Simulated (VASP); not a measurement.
Here is a VASP 6.6.1 calculation.

Contents of INCAR:

```
SYSTEM = GaN
PREC     = Accurate       ! precision mode
ENCUT    = 600            ! plane-wave cutoff, eV
EDIFF    = 1E-6           ! SCF threshold, eV
ISMEAR   = -1             ! smearing method
SIGMA    = 0.05           ! smearing width, eV
LREAL    = .False.        ! projectors in reciprocal space
LASPH    = .True.         ! aspherical terms in the spheres
NELM     = 80             ! most SCF steps
ALGO     = Normal         ! electronic algorithm
ISIF     = 3              ! what is computed and relaxed
LWAVE    = .False.        ! write WAVECAR
LCHARG   = .False.        ! write CHGCAR
GGA      = PE             ! functional
IBRION   = 2              ! ionic algorithm
NSW      = 60             ! ionic steps
EDIFFG   = -0.005         ! ionic threshold
PSTRESS  = -0.031
```

Contents of KPOINTS:

```
regular mesh
0
Gamma
  15 15 15
  0 0 0
```

File POSCAR:

```
GaN
1.0
    0.0000000000      2.2678552400      2.2678552400
    2.2678552400      0.0000000000      2.2678552400
    2.2678552400      2.2678552400      0.0000000000
Ga N
1 1
Direct
    0.0000000000      0.0000000000      0.0000000000
    0.2500000000      0.2500000000      0.2500000000
```

Potentials or basis: VASP PAW PBE potentials, release 64 (Ga_d, N).

Run with:

```sh
$ cat potpaw_PBE.64/Ga_d/POTCAR potpaw_PBE.64/N/POTCAR > POTCAR
$ mpirun -np 1 vasp_std > vasp.out
```

(1) Predict the relaxed volume.

(2) What does it give for the space group after relaxing (to 0.1 Å)?

(3) Predict the relaxed cell.

(4) What does it give for the band gap on the k mesh?

Results:

(1) 11.76 Å³/atom.

(2) F-43m (No. 216).

(3) a = 3.216 Å, b = 3.216 Å, c = 3.216 Å, α = 60.00°, β = 60.00°, γ = 60.00°.

(4) 1.55 eV.

Caveat: the cell is relaxed towards a set pressure, so the run minimises the enthalpy, not the energy; an odd mesh through Γ misses points on the zone boundary, where band edges can lie.
